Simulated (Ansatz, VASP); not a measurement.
**Al: VASP beside Ansatz**

```
Al
1.0
     2.69010    0.00000    0.00000
    -1.34505    2.32969    0.00000
     0.00000    0.00000    4.63829
Al
2
Direct
  0.66667 0.33333 0.75000
  0.33333 0.66667 0.25000
```

Alike in both runs: task single point; functional PBEsol; k mesh 18 × 18 × 10; occupations gaussian, width 0.15 eV; no spin polarisation.

|  | VASP | Ansatz |
| --- | --- | --- |
| version | VASP 6.6.1 | Ansatz 0.2.0 |
| potentials or method | VASP PAW PBE potentials, release 64 (Al), cutoff 520 eV | scalar-relativistic, plane waves, PAW |
| valence electrons in the cell | 6 | 6 |

|  | VASP | Ansatz | Ansatz less VASP |
| --- | --- | --- | --- |
| gap on the k mesh at the Fermi level (eV) | none | none | - |
| pressure (GPa) | 12.2 | 12.1 | -0.14 |
| traceless stress, the component that is largest in VASP (GPa) | -3.33 | -3.29 | +0.034 |

VASP's potentials were made for PBE, not for PBEsol, and Ansatz warns of the same on its side. A gap of «none» marks a metal or a gap that the smearing closes.
